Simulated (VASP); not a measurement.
Crystal: BaTiO3.

```
Ba Ti O
1.0
     4.00600    0.00000    0.00000
     0.00000    4.00600    0.00000
     0.00000    0.00000    4.00600
Ba Ti O
1 1 3
Direct
  0.50000 0.50000 0.50000
  0.00000 0.00000 0.00000
  0.50000 0.00000 0.00000
  0.00000 0.50000 0.00000
  0.00000 0.00000 0.50000
```

Base run:

* Program: VASP 6.6.1
* Functional: LDA
* Potentials or basis: VASP PAW LDA potentials, release 64 (Ba_sv, Ti_sv, O)
* Cutoff: 520 eV
* k mesh: 4 × 4 × 4
* Occupations: gaussian, width 0.01 eV
* Spin: no spin polarisation
* Hubbard terms: Ti d U = 6.0 eV

Its results: band gap on the k mesh 2.35 eV, indirect (least direct gap 2.55 eV); pressure -2.4 GPa.

Task: The run is repeated on the same cell with these changes: hubbard terms from Ti d U = 6.0 eV to none. What comes out?

Result: Band gap on the k mesh 1.63 eV, indirect (least direct gap 1.78 eV); pressure -7.2 GPa.

The U term pushes filled and empty states of the shell apart.

Caveats: spin-orbit coupling is left out, which moves the levels of the heavy elements.

A k mesh can miss the band edges.
